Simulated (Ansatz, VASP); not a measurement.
# One calculation of BeTe, two programs

```xyz
2
Lattice="0.0000 2.8286 2.8286 2.8286 0.0000 2.8286 2.8286 2.8286 0.0000" Properties=species:S:1:pos:R:3 pbc="T T T"
Be    0.0000    0.0000    0.0000
Te    1.4143    1.4143    1.4143
```

Alike in both runs: task single point; functional r2SCAN; k mesh 6 × 6 × 6; no spin polarisation.

```csv
,VASP,Ansatz
version,VASP 6.6.1,Ansatz 0.2.0
potentials or method,"VASP PAW PBE potentials, release 64 (Be, Te)","plane waves, PAW"
plane-wave cutoff (eV),660,500
occupations,"gaussian, width 0.01 eV",fixed
valence electrons in the cell,8,18
```

VASP gave:

- gap on the k mesh at the Fermi level (eV): 2.37
- pressure (GPa): 0.2

Question: Estimate Ansatz's values.

Answer: gap on the k mesh at the Fermi level (eV): 2.37; pressure (GPa): 0.0.

VASP's potentials were made for PBE, not for r2SCAN. VASP's potentials hold 8 valence electrons a cell and Ansatz's 18, so a difference there can come from the potentials and not from the codes.

Neither program's run includes spin-orbit coupling.
